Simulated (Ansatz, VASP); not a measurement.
Ga2SnSe4 in VASP and in Ansatz

```xyz
7
Lattice="-3.9705 3.9705 3.1659 3.9705 -3.9705 3.1659 3.9705 3.9705 -3.1659" Properties=species:S:1:pos:R:3 pbc="T T T"
Ga    3.9705    0.0000    1.5830
Ga    0.0000    3.9705    1.5830
Sn    0.0000    0.0000    3.1659
Se   -1.3762    2.6987    3.1659
Se    2.6987    1.3762    3.1659
Se    1.2718    2.5943    0.0000
Se    5.3467    1.2718    0.0000
```

Change from the starting cell: species swapped into the SrIn2Te4 type (I4/m, No. 87).

Alike in both runs: functional PBE; k mesh 3 × 3 × 3; occupations gaussian, width 0.15 eV; no spin polarisation.

Ansatz relaxed the structure, and its values are those at the end. VASP's run is a single point on that final structure, the one shown.

```csv
,VASP,Ansatz
version,VASP 6.6.1,Ansatz 0.2.0
potentials or method,"VASP PAW PBE potentials, release 64 (Ga_d, Sn_d, Se), cutoff 500 eV","scalar-relativistic, plane waves, PAW"
valence electrons in the cell,64,104
```

|  | VASP | Ansatz | Ansatz less VASP |
| --- | --- | --- | --- |
| gap on the k mesh at the Fermi level (eV) | 0.76 | 0.77 | +0.003 |
| least direct gap on the mesh (eV) | 1.15 | 1.15 | +0.003 |
| pressure (GPa) | 0.1 | 0.0 | -0.09 |
| rms of the force components (eV/Å) | 0.017 | 0.016 | -0.0017 |

VASP's potentials hold 64 valence electrons a cell and Ansatz's 104, so a difference there can come from the potentials and not from the codes.

The k mesh is coarse, so the values compare programs but aren't converged.
